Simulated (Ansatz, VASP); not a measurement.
# One calculation of Mo, two programs

Contents of INCAR:

```
ALGO = Normal
EDIFF = 1E-6
ENCUT = 520
GGA = PS
ISIF = 2
ISMEAR = -1
LASPH = True
LCHARG = True
LELF = True
LREAL = False
LVHAR = True
LWAVE = False
NBANDS = 36
NELM = 60
PREC = Accurate
SIGMA = 0.1
```

KPOINTS

```
k-points
0
Gamma
  15 15 4
```

File POSCAR:

```
Mo
1.0
    2.7850659603      0.0000000000      0.0000000000
   -1.3925329802      2.4119378729      0.0000000000
    0.0000000000      0.0000000000      9.6455624898
Mo
4
Direct
    1.0000000000      0.0000000000      0.0000000000
    1.0000000000      0.0000000000      0.5000000000
    0.3333333333      0.6666666667      0.2500000000
    0.6666666667      0.3333333333      0.7500000000
```

Input for Ansatz:

```yaml
crystal:
  lattice:
    - [2.7850659603, 0.0, 0.0]
    - [-1.3925329802, 2.4119378729, 0.0]
    - [0.0, 0.0, 9.6455624898]
  atoms:
    - { symbol: Mo, position: [1.0, 0.0, 0.0] }
    - { symbol: Mo, position: [1.0, 0.0, 0.5] }
    - { symbol: Mo, position: [0.3333333333, 0.6666666667, 0.25] }
    - { symbol: Mo, position: [0.6666666667, 0.3333333333, 0.75] }
hamiltonian:
  xc: pbesol
  pseudopotentials:
    kind: paw
    azcp:
      Mo: "pseudopotentials/Mo.paw.azcp"
basis:
  ecutwfc: 420
  fft_grid_basis: typed
kpoints:
  mp_grid: { grid: [15, 15, 4], shift: [0, 0, 0] }
magnetization:
  spin_polarized: false
scf:
  occupations: { method: fermi_dirac, width: 0.1 }
  lower_state_search: "off"
output:
  stress: true
```

Alike in both runs: task single point; functional PBEsol; k mesh 15 × 15 × 4; occupations fermi-dirac, width 0.1 eV; no spin polarisation.

```csv
,VASP,Ansatz
version,VASP 6.6.1,Ansatz 0.2.0
potentials or method,"VASP PAW PBE potentials, release 64 (Mo_sv), cutoff 520 eV","plane waves (420 eV) with PAW, scalar-relativistic"
valence electrons in the cell,56,56
```

Ansatz gave:

```
pressure (GPa)                                                : -9.3
traceless stress, the component that is largest in VASP (GPa) : 0.86
```

Question: What did VASP give for the same quantities?

Answer: Pressure (GPa): -8.9; traceless stress, the component that is largest in VASP (GPa): 0.81.

VASP's potentials were made for PBE, not for PBEsol, and Ansatz warns of the same on its side. The functional is the same, so the differences come from potentials, cutoffs and numerics.
